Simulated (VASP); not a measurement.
# Ti (P6/mmm) in VASP: a series of runs

The runs below take Ti through single point, relaxation of cell and atoms, with PBE.

Everything below comes from runs of VASP 6.6.1. Logs are shortened: lines on timing, memory, paths and dates and some standing lists are left out, and cuts for length are marked.

## Step 1: The cell of the first run

The structure is hexagonal, space group P6/mmm (No. 191). The conventional cell has a = 4.581 Å, b = 4.581 Å, c = 2.832 Å, α = 90.00°, β = 90.00°, γ = 120.00°. Within 3.7 Å of Ti (site symmetry 6/mmm) lie 14 Ti at 2.83 to 3.00 Å. Ti (site symmetry -6m2) has 11 Ti at 2.64 to 3.00 Å within 3.5 Å.

This isn't the form of Ti at room conditions, which is hcp.

## Step 2: Single point, PBE

Contents of INCAR:

```
SYSTEM = Ti
PREC = Accurate
ENCUT = 520
EDIFF = 1E-6
ISMEAR = -1
SIGMA = 0.1
LREAL = .FALSE.
LASPH = .TRUE.
NELM = 60
ALGO = Normal
ISIF = 2
LWAVE = .FALSE.
LCHARG = .FALSE.
GGA = PE
NBANDS = 25
```

Contents of KPOINTS:

```
Automatic mesh
0
G
  8 8 11
  0 0 0
```

Contents of POSCAR:

```
Ti
1.0
    4.5812504304      0.0000000000      0.0000000000
   -2.2906252152      3.9674792538      0.0000000000
    0.0000000000      0.0000000000      2.8319712813
Ti
3
Direct
    0.0000000000      0.0000000000      0.0000000000
    0.3333333333      0.6666666667      0.5000000000
    0.6666666667      0.3333333333      0.5000000000
```

Potentials or basis: VASP PAW PBE potentials, release 64 (Ti_sv).

Run with:

```
> cat potpaw_PBE.64/Ti_sv/POTCAR > POTCAR
> mpirun -np 1 vasp_std > vasp.out
```

OUTCAR:

```text
SYSTEM = Ti
   PREC = Accurate
   ENCUT = 520
   EDIFF = 1E-6
   ISMEAR = -1
   LREAL = .FALSE.
   LASPH = .TRUE.
   NELM = 60
   ISIF = 2
   GGA = PE

 ion  position               nearest neighbor table
   1  0.000  0.000  0.000-
   2  0.333  0.667  0.500-   3 2.64   3 2.64   3 2.64
   3  0.667  0.333  0.500-   2 2.64   2 2.64   2 2.64

  LATTYP: Found a hexagonal cell.
 ALAT       =     4.5812504304
 C/A-ratio  =     0.6181655695

  Lattice vectors:

 A1 = (   4.5812504304,   0.0000000000,   0.0000000000)
 A2 = (  -2.2906252152,   3.9674792538,   0.0000000000)
 A3 = (   0.0000000000,   0.0000000000,   2.8319712813)

Analysis of symmetry for initial positions (statically):
=====================================================================
 Subroutine PRICEL returns:
 Original cell was already a primitive cell.

 Routine SETGRP: Setting up the symmetry group for a
 hexagonal supercell.

 Subroutine GETGRP returns: Found 24 space group operations
 (whereof 24 operations were pure point group operations)
 out of a pool of 24 trial point group operations.

The static configuration has the point symmetry D_6h.

Analysis of symmetry for dynamics (positions and initial velocities):
=====================================================================
 Subroutine PRICEL returns:
 Original cell was already a primitive cell.

 Routine SETGRP: Setting up the symmetry group for a
 hexagonal supercell.

 Subroutine GETGRP returns: Found 24 space group operations
 (whereof 24 operations were pure point group operations)
 out of a pool of 24 trial point group operations.

The dynamic configuration has the point symmetry D_6h.

 Subroutine INISYM returns: Found 24 space group operations
 (whereof 24 operations are pure point group operations),
 and found     1 'primitive' translations

----------------------------------------------------------------------------------------

                                     Primitive cell

  volume of cell :      51.4740

  direct lattice vectors                    reciprocal lattice vectors
     4.581250430  0.000000000  0.000000000     0.218281016  0.126024604  0.000000000
    -2.290625215  3.967479254  0.000000000     0.000000000  0.252049207  0.000000000
     0.000000000  0.000000000  2.831971281     0.000000000  0.000000000  0.353110925

  length of vectors
     4.581250430  4.581250430  2.831971281     0.252049207  0.252049207  0.353110925

  position of ions in fractional coordinates (direct lattice)
     0.000000000  0.000000000  0.000000000
     0.333333333  0.666666667  0.500000000
     0.666666667  0.333333333  0.500000000

  ion indices of the primitive-cell ions
   primitive index   ion index
                 1           1
                 2           2
                 3           3

----------------------------------------------------------------------------------------

 KPOINTS: Automatic mesh

Automatic generation of k-mesh.
 Grid dimensions read from file:
 generate k-points for:    8    8   11

 Generating k-lattice:

  Cartesian coordinates                     Fractional coordinates (reciprocal lattice)
     0.027285127  0.015753075  0.000000000     0.125000000  0.000000000  0.000000000
     0.000000000  0.031506151  0.000000000     0.000000000  0.125000000  0.000000000
     0.000000000  0.000000000  0.032100993     0.000000000  0.000000000  0.090909091

  Length of vectors
     0.031506151  0.031506151  0.032100993

  Shift w.r.t. Gamma in fractional coordinates (k-lattice)
     0.000000000  0.000000000  0.000000000

 Subroutine IBZKPT returns following result:
 ===========================================

 Found     60 irreducible k-points:

 Following reciprocal coordinates:
            Coordinates               Weight
  0.000000  0.000000  0.000000      1.000000
  0.125000  0.000000  0.000000      6.000000
  0.250000  0.000000  0.000000      6.000000
  0.375000  0.000000  0.000000      6.000000
  0.500000  0.000000  0.000000      3.000000
  0.125000  0.125000  0.000000      6.000000
[... 16 lines left out ...]
  0.250000  0.000000  0.181818     12.000000
  0.375000  0.000000  0.181818     12.000000
 [... further k-points ...]
   k-points           NKPTS =     60   k-points in BZ     NKDIM =     60   number of bands    NBANDS=     25
   number of dos      NEDOS =    301   number of ions     NIONS =      3
   total plane-waves  NPLWV =  31104
   dimension x,y,z NGX =    36 NGY =   36 NGZ =   24
   dimension x,y,z NGXF=    72 NGYF=   72 NGZF=   48
   ions per type =               3
   NGX,Y,Z   is equivalent  to a cutoff of  13.06, 13.06, 14.09 a.u.
   NGXF,Y,Z  is equivalent  to a cutoff of  26.13, 26.13, 28.18 a.u.
 SYSTEM =  Ti
   PREC   = accura    normal or accurate (medium, high low for compatibility)
   ISTART =      0    job   : 0-new  1-cont  2-samecut
   ICHARG =      2    charge: 1-file 2-atom 10-const
   ISPIN  =      1    spin polarized calculation?
   LNONCOLLINEAR =      F non collinear calculations
   LSORBIT =      F    spin-orbit coupling
   LASPH  =      T    aspherical Exc in radial PAW
   ENCUT  =  520.0 eV  38.22 Ry    6.18 a.u.   8.52  8.52  5.27*2*pi/ulx,y,z
   NELM   =     60;   NELMIN=  2; NELMDL= -5     # of ELM steps
   EDIFF  = 0.1E-05   stopping-criterion for ELM
   LREAL  =      F    real-space projection
   EDIFFG = 0.1E-04   stopping-criterion for IOM
   NSW    =      0    number of steps for IOM
   IBRION =     -1    ionic relax: 0-MD 1-quasi-New 2-CG
   NFREE  =      0    steps in history (QN), initial steepest desc. (CG)
   ISIF   =      2    stress and relaxation
   ISYM   =      2    0-nonsym 1-usesym 2-fastsym
   POTIM  = 0.5000    time-step for ionic-motion
   TEBEG  =    0.0;   TEEND  =   0.0 temperature during run
   PSTRESS=    0.0 pullay stress
   NELECT =      36.0000    total number of electrons
   NUPDOWN=      -1.0000    fix difference up-down
   EMIN   =  10.00;   EMAX   =-10.00  energy-range for DOS
   EFERMI =   0.00;   METHOD = LEGACY
   ISMEAR =    -1;   SIGMA  =   0.10  broadening in eV -4-tet -1-fermi 0-gaus
   EFERMI_NEDOS =   21; number of points for ismear=-14 and -15
   IALGO  =     38    algorithm
   IMIX   =      4    mixing-type and parameters
     AMIX     =   0.40;   BMIX     =  1.00
     AMIX_MAG =   1.60;   BMIX_MAG =  1.00
  volume/ion in A,a.u.               =      17.16       115.79
  Fermi-wavevector in a.u.,A,eV,Ry     =   1.453159  2.746072 28.731031  2.111671
  Thomas-Fermi vector in A             =   2.570458
   LORBIT       =      0    0 simple, 1 ext, 2 COOP (PROOUT), +10 PAW based schemes
   GGA     = PE    functional components
   LHFCALC =     F    Hartree Fock is set to
   AEXX    =    0.0000 exact exchange contribution
   IVDW    =     0    specifies the selected vdW correction
   LEPSILON=     F    determine dielectric tensor
   LRPA    =     F    only Hartree local field effects (RPA)
 non-spin polarized calculation
  energy-cutoff  :      520.00
  volume of cell :       51.47
 maximum number of plane-waves:      1420
 NGX is ok and might be reduce to    36
   NGX = 17   NGY = 17   NGZ = 11

 number of electron      35.9999984 magnetization

 Free energy of the ion-electron system (eV)
  ---------------------------------------------------
  ext. energy  EPLUGINS =         0.00000000
  ---------------------------------------------------
  free energy    TOTEN  =       -23.57145189 eV

  energy without entropy =      -23.46669925  energy(sigma->0) =      -23.51907557

 E-fermi :   8.3349     XC(G=0): -11.5540

 val. band max:        8.3174927790   @ k =   0.0000   0.0000   0.0000
 cond. band min:       8.3564135741   @ k =   0.2500   0.2500   0.0000
 fundamental gap:      0.0389207951
 Fermi energy:         8.3349255871

 k-point     1 :       0.0000    0.0000    0.0000
  band No.  band energies     occupation
      1     -48.5168      2.00000
      2     -48.2781      2.00000
      3     -48.1177      2.00000
      4     -24.8282      2.00000
      5     -24.8282      2.00000
      6     -24.7407      2.00000
[... 17 lines left out ...]
     24      10.1783      0.00000
     25      10.2614      0.00000

 k-point     2 :       0.1250    0.0000    0.0000
  band No.  band energies     occupation
      1     -48.5146      2.00000
      2     -48.2745      2.00000
      3     -48.1237      2.00000
      4     -24.8759      2.00000
      5     -24.8626      2.00000
      6     -24.6921      2.00000
[... 17 lines left out ...]
     24       9.9380      0.00000
     25      10.6241      0.00000

 k-point     3 :       0.2500    0.0000    0.0000
  band No.  band energies     occupation
      1     -48.5094      2.00000
      2     -48.2635      2.00000
      3     -48.1403      2.00000
      4     -24.9385      2.00000
      5     -24.8740      2.00000
      6     -24.6272      2.00000
[... 17 lines left out ...]
     24      10.1298      0.00000
     25      10.9731      0.00000

 k-point     4 :       0.3750    0.0000    0.0000
  band No.  band energies     occupation
      1     -48.5046      2.00000
      2     -48.2467      2.00000
      3     -48.1625      2.00000
      4     -24.9819      2.00000
      5     -24.8377      2.00000
      6     -24.5847      2.00000
[... 17 lines left out ...]
     24      10.6102      0.00000
     25      10.8292      0.00000
[... 477 lines left out ...]
 k-point    22 :       0.1250    0.0000    0.1818
  band No.  band energies     occupation
      1     -48.4954      2.00000
      2     -48.2618      2.00000
      3     -48.1085      2.00000
      4     -24.8404      2.00000
      5     -24.8319      2.00000
      6     -24.6832      2.00000
[... 17 lines left out ...]
     24       9.9195      0.00000
     25      10.8753      0.00000

 k-point    23 :       0.2500    0.0000    0.1818
  band No.  band energies     occupation
      1     -48.4916      2.00000
      2     -48.2494      2.00000
      3     -48.1250      2.00000
      4     -24.8953      2.00000
      5     -24.8485      2.00000
      6     -24.6310      2.00000
[... 17 lines left out ...]
     24      10.0844      0.00000
     25      11.1936      0.00000

 k-point    24 :       0.3750    0.0000    0.1818
  band No.  band energies     occupation
      1     -48.4881      2.00000
      2     -48.2313      2.00000
      3     -48.1471      2.00000
      4     -24.9338      2.00000
      5     -24.8265      2.00000
      6     -24.6353      2.00000
[... 17 lines left out ...]
     24      10.4778      0.00000
     25      10.8441      0.00000

 [... further k-points ...]

------------------------ aborting loop because EDIFF is reached ----------------------------------------

  FORCE on cell =-STRESS in cart. coord.  units (eV):
  Direction    XX          YY          ZZ          XY          YZ          ZX
  --------------------------------------------------------------------------------------
  -------------------------------------------------------------------------------------
  Total       -0.0699266     -0.0699266     -0.0643195      0.0000000      0.0000000     -0.0000000
  in kB       -2.1765345     -2.1765345     -2.0020074      0.0000000      0.0000000     -0.0000000
  external PRESSURE =      -2.1183588 kB  Pullay stress =       0.0000000 kB

 VOLUME and BASIS-vectors are now :
 -----------------------------------------------------------------------------
  energy-cutoff  :      520.00
  volume of cell :       51.47
      direct lattice vectors                 reciprocal lattice vectors
     4.581250430  0.000000000  0.000000000     0.218281016  0.126024604  0.000000000
    -2.290625215  3.967479254  0.000000000     0.000000000  0.252049207  0.000000000
     0.000000000  0.000000000  2.831971281     0.000000000  0.000000000  0.353110925

 POSITION                                       TOTAL-FORCE (eV/Angst)
 -----------------------------------------------------------------------------------
      0.00000      0.00000      0.00000        -0.000000      0.000000     -0.000000
     -0.00000      2.64499      1.41599         0.000000     -0.000000      0.000000
      2.29063      1.32249      1.41599        -0.000000      0.000000     -0.000000
 -----------------------------------------------------------------------------------
    total drift:                                0.000000      0.000000     -0.000000

  FREE ENERGIE OF THE ION-ELECTRON SYSTEM (eV)
  ---------------------------------------------------
  free  energy   TOTEN  =       -23.5714518904 eV

  energy  without entropy=      -23.4666992500  energy(sigma->0) =      -23.51907557
```

It took 37 s on 1 thread of Intel Xeon 6975P-C (Granite Rapids), shared host; peak memory 0.2 GiB.

What came out:

| Property | Result |
| --- | --- |
| Free energy | -23.5715 eV |
| Pressure | -0.2 GPa |
| Band gap on the k mesh | zero (bands 18 and 19 overlap by 0.27 eV) |

## Step 3: Single point, PBE (15.79 Å³/atom)

This run uses another cell than the first one, of 15.79 Å³/atom.

Contents of INCAR:

```
SYSTEM = Ti
PREC     = Accurate       ! precision mode
ENCUT    = 520            ! plane-wave cutoff, eV
EDIFF    = 1E-6           ! SCF threshold, eV
ISMEAR   = -1             ! smearing method
SIGMA    = 0.1            ! smearing width, eV
LREAL    = .False.        ! projectors in reciprocal space
LASPH    = .True.         ! aspherical terms in the spheres
NELM     = 60             ! most SCF steps
ALGO     = Normal         ! electronic algorithm
ISIF     = 2              ! what is computed and relaxed
LWAVE    = .False.        ! write WAVECAR
LCHARG   = .True.         ! write CHGCAR
GGA      = PE             ! functional
LELF     = .True.         ! ELF
LVHAR    = .True.       
NBANDS   = 25             ! bands
```

Contents of KPOINTS:

```
Automatic mesh
0
Gamma
  9 9 13
  0 0 0
```

Contents of POSCAR:

```
Ti
1.0
    4.4556729787      0.0000000000      0.0000000000
   -2.2278364893      3.8587259905      0.0000000000
    0.0000000000      0.0000000000      2.7543436244
Ti
3
Direct
    0.0000000000      0.0000000000      0.0000000000
    0.3333333333      0.6666666667      0.5000000000
    0.6666666667      0.3333333333      0.5000000000
```

Potentials or basis: VASP PAW PBE potentials, release 64 (Ti_sv).

Run with:

```
> cat potpaw_PBE.64/Ti_sv/POTCAR > POTCAR
> mpirun -np 1 vasp_std > vasp.out
```

OUTCAR:

```text
SYSTEM = Ti
   PREC = Accurate
   ENCUT = 520
   EDIFF = 1E-6
   ISMEAR = -1
   LREAL = .False.
   LASPH = .True.
   NELM = 60
   ISIF = 2
   GGA = PE

 ion  position               nearest neighbor table
   1  0.000  0.000  0.000-   2 2.92   3 2.92   2 2.92   3 2.92   2 2.92   2 2.92   3 2.92   3 2.92
                             3 2.92   3 2.92   2 2.92   2 2.92
   2  0.333  0.667  0.500-   3 2.57   3 2.57   3 2.57   1 2.92   1 2.92   1 2.92   1 2.92   1 2.92
                             1 2.92
   3  0.667  0.333  0.500-   2 2.57   2 2.57   2 2.57   1 2.92   1 2.92   1 2.92   1 2.92   1 2.92
                             1 2.92

  LATTYP: Found a hexagonal cell.
 ALAT       =     4.4556729787
 C/A-ratio  =     0.6181655695

  Lattice vectors:

 A1 = (   4.4556729787,   0.0000000000,   0.0000000000)
 A2 = (  -2.2278364893,   3.8587259905,   0.0000000000)
 A3 = (   0.0000000000,   0.0000000000,   2.7543436244)

Analysis of symmetry for initial positions (statically):
=====================================================================
 Subroutine PRICEL returns:
 Original cell was already a primitive cell.

 Routine SETGRP: Setting up the symmetry group for a
 hexagonal supercell.
[... 168 lines left out ...]

 E-fermi :   9.2483     XC(G=0): -11.9551

 val. band max:        9.2461592655   @ k =   0.2222   0.0000   0.0769
 cond. band min:       9.2504950950   @ k =   0.0000   0.0000   0.0000
 fundamental gap:      0.0043358295
 Fermi energy:         9.2483066686

 k-point     1 :       0.0000    0.0000    0.0000
  band No.  band energies     occupation
      1     -47.4481      2.00000
      2     -47.2091      2.00000
      3     -47.0046      2.00000
      4     -23.7871      2.00000
      5     -23.7871      2.00000
      6     -23.7583      2.00000
[... 661 lines left out ...]
     24      11.2786      0.00000
     25      12.3936      0.00000

 [... further k-points ...]

------------------------ aborting loop because EDIFF is reached ----------------------------------------

  FORCE on cell =-STRESS in cart. coord.  units (eV):
  Direction    XX          YY          ZZ          XY          YZ          ZX
  --------------------------------------------------------------------------------------
  -------------------------------------------------------------------------------------
  Total        3.0322662      3.0322662      3.2347569      0.0000000      0.0000000      0.0000000
  in kB      102.5894112    102.5894112    109.4401970      0.0000000      0.0000000      0.0000000
  external PRESSURE =     104.8730065 kB  Pullay stress =       0.0000000 kB

 VOLUME and BASIS-vectors are now :
 -----------------------------------------------------------------------------
  energy-cutoff  :      520.00
  volume of cell :       47.36
      direct lattice vectors                 reciprocal lattice vectors
     4.455672979  0.000000000  0.000000000     0.224432988  0.129576446  0.000000000
    -2.227836489  3.858725990  0.000000000     0.000000000  0.259152892  0.000000000
     0.000000000  0.000000000  2.754343624     0.000000000  0.000000000  0.363062906

 POSITION                                       TOTAL-FORCE (eV/Angst)
 -----------------------------------------------------------------------------------
      0.00000      0.00000      0.00000         0.000000      0.000000      0.000000
     -0.00000      2.57248      1.37717        -0.000000      0.000000     -0.000000
      2.22784      1.28624      1.37717         0.000000      0.000000      0.000000
 -----------------------------------------------------------------------------------
    total drift:                                0.000000      0.000000     -0.000000

  FREE ENERGIE OF THE ION-ELECTRON SYSTEM (eV)
  ---------------------------------------------------
  free  energy   TOTEN  =       -23.4465377244 eV

  energy  without entropy=      -23.3497182579  energy(sigma->0) =      -23.39812799
```

OSZICAR:

```text
N       E                     dE             d eps       ncg     rms          rms(c)
DAV:   1     0.436158695384E+03    0.43616E+03   -0.18618E+04  4208   0.182E+03
DAV:   2     0.233724858048E+02   -0.41279E+03   -0.40558E+03  4237   0.522E+02
DAV:   3    -0.226803217127E+02   -0.46053E+02   -0.44919E+02  7786   0.150E+02
DAV:   4    -0.260417511419E+02   -0.33614E+01   -0.33440E+01  5766   0.376E+01
DAV:   5    -0.261888291178E+02   -0.14708E+00   -0.14700E+00  6569   0.668E+00    0.162E+01
DAV:   6    -0.234199985260E+02    0.27688E+01   -0.95917E+00  5352   0.307E+01    0.444E+00
DAV:   7    -0.234272914079E+02   -0.72929E-02   -0.14500E+00  6183   0.955E+00    0.284E+00
DAV:   8    -0.234316681764E+02   -0.43768E-02   -0.50437E-01  6577   0.806E+00    0.249E+00
DAV:   9    -0.234611038232E+02   -0.29436E-01   -0.44970E-01  5923   0.707E+00    0.950E-01
DAV:  10    -0.234459459469E+02    0.15158E-01   -0.81363E-02  5690   0.331E+00    0.915E-02
DAV:  11    -0.234464287505E+02   -0.48280E-03   -0.66804E-03  5872   0.715E-01    0.135E-01
DAV:  12    -0.234465587930E+02   -0.13004E-03   -0.69864E-04  5628   0.215E-01    0.366E-02
DAV:  13    -0.234465385251E+02    0.20268E-04   -0.98009E-05  6576   0.848E-02    0.992E-03
DAV:  14    -0.234465377244E+02    0.80072E-06   -0.89236E-06  5317   0.374E-02
   1 F= -.23446538E+02 E0= -.23398128E+02  d E =-.968195E-01
```

Wall time 38 s (1 thread of Intel Xeon 6975P-C (Granite Rapids), shared host); peak memory 0.21 GiB.

What came out:

| Item | Value |
| --- | --- |
| Free energy | -23.4465 eV |
| Pressure | 10.5 GPa |
| Band gap on the k mesh | zero (bands 18 and 19 overlap by 0.29 eV) |

Levels at points of the mesh, in eV from the Fermi level:
```csv
k point,band 15,band 16,band 17,band 18,band 19,band 20,band 21,band 22
"(0.00, 0.00, 0.00)",-0.69,-0.69,-0.61,-0.61,0.00,0.75,1.42,1.42
```

Caveat: the cell stands under pressure.

(Continued in part 2 of 2.)

The gap in the log of VASP goes by the Fermi energy; the results here count the filled bands.